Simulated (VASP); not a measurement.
Crystal: CaLuH5.

```
Ca Lu H
1.0
     3.71731    0.00000    0.00000
     0.00000    3.71731    0.00000
     0.00000    0.00000    5.97887
Ca Lu H
1 1 5
Direct
  0.00000 0.00000 0.00000
  0.00000 0.00000 0.50000
  0.00000 0.50000 0.30213
  0.00000 0.50000 0.69787
  0.50000 0.00000 0.30213
  0.50000 0.00000 0.69787
  0.50000 0.50000 0.00000
```

The cell was built from a structure type or drawn by symmetry, and may not be a known phase.

```yaml
Program: VASP 6.6.1
Task: relaxation of cell and atoms
Functional: PBE
Potentials_or_basis: VASP PAW PBE potentials, release 64 (Ca_sv, Lu, H)
Cutoff: 600 eV
k_mesh: 10 × 10 × 6
Occupations: gaussian, width 0.1 eV
Spin: no spin polarisation
```

At the start: pressure -2.3 GPa; volume 11.80 Å³/atom.

Where does the relaxation end?

Over 8 steps the energy falls by 127.9 meV/atom and the volume is 11.30 Å³/atom (-4.3 %); space group P4/mmm (No. 123, to 0.1 Å) before and after.

Step by step:
| step | energy change (eV) | largest force (eV/Å) | pressure (GPa) | volume (Å³) |
| --- | --- | --- | --- | --- |
| 1 | 0.0000 | 0.1068 | -2.32 | 82.62 |
| 2 | -0.6797 | 0.0004 | -1.23 | 80.35 |
| 3 | -0.8876 | 0.0998 | 0.47 | 77.74 |
| 4 | -0.8879 | 0.0960 | 0.43 | 77.85 |
| 5 | -0.8907 | 0.0832 | 0.16 | 78.25 |
| 6 | -0.8940 | 0.0536 | -0.29 | 79.20 |
| 7 | -0.8942 | 0.0465 | -0.38 | 79.43 |
| 8 | -0.8954 | 0.0032 | -0.07 | 79.10 |

Final structure:
```xyz
7
Lattice="3.4415 0.0000 0.0000 0.0000 3.4415 0.0000 0.0000 0.0000 6.6788" Properties=species:S:1:pos:R:3 pbc="T T T"
Ca    0.0000    0.0000    0.0000
Lu    0.0000    0.0000    3.3394
H     0.0000    1.7208    2.0363
H     0.0000    1.7208    4.6425
H     1.7208    0.0000    2.0363
H     1.7208    0.0000    4.6425
H     1.7208    1.7208    0.0000
```
